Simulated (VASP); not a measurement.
A run of VASP 6.6.1 is set up as follows.

File INCAR:

```
ALGO     = Normal         # electronic algorithm
EDIFF    = 1E-7           # SCF threshold, eV
ENCUT    = 520            # plane-wave cutoff, eV
GGA      = PE             # functional
ISIF     = 2              # what is computed and relaxed
ISMEAR   = 0              # smearing method
LASPH    = True           # aspherical terms in the spheres
LCHARG   = False          # write CHGCAR
LDAU     = True           # DFT+U
LDAUJ    = 0 0 0        
LDAUL    = -1 2 -1        # shell
LDAUPRINT= 1            
LDAUTYPE = 2            
LDAUU    = 0 4 0          # U, eV
LMAXMIX  = 4              # l up to which the mixer works
LREAL    = False          # projectors in reciprocal space
LWAVE    = False          # write WAVECAR
NBANDS   = 28             # bands
NELM     = 150            # most SCF steps
PREC     = Accurate       # precision mode
SIGMA    = 0.05           # smearing width, eV
```

The input KPOINTS:

```
k-points
0
Gamma
  6 6 6
```

POSCAR

```
BaTiO3
1.0
    4.0683427667      0.0000000000      0.0000000000
    0.0000000000      2.9163806942      2.8859183788
    0.0000000000     -2.9163806942      2.8859183788
Ba Ti O
1 1 3
Direct
    0.0000000000      0.0080771845      0.0080771845
    0.5000000000      0.5197092871      0.5197092871
    0.0000000000      0.4916268390      0.4916268390
    0.5000000000      0.4938075372      0.9829991522
    0.5000000000      0.9829991522      0.4938075372
```

Potentials or basis: VASP PAW PBE potentials, release 64 (Ba_sv, Ti_sv, O).

Command:

```bash
$ cat potpaw_PBE.64/Ba_sv/POTCAR potpaw_PBE.64/Ti_sv/POTCAR potpaw_PBE.64/O/POTCAR > POTCAR
$ mpirun -np 1 vasp_std > vasp.out
```

Problem. What does it give for the band gap on the k mesh?

Solution. 2.42 eV (least direct gap 2.89 eV).

Problem. What does it give for the pressure?

Solution. -1.3 GPa.

Problem. What does it give for the largest force?

Solution. 0.379 eV/Å.

Stress tensor (GPa, compression positive):
```
-2.30  0.00  0.00
 0.00 -2.25  0.00
 0.00  0.00  0.71
```

Caveat: the cell differs from its parent crystal (strain +0.0150 x Voigt [1, 1, 0, 0, 0, 0]); spin-orbit coupling is left out, which moves the levels of the heavy elements. A k mesh can miss the band edges.
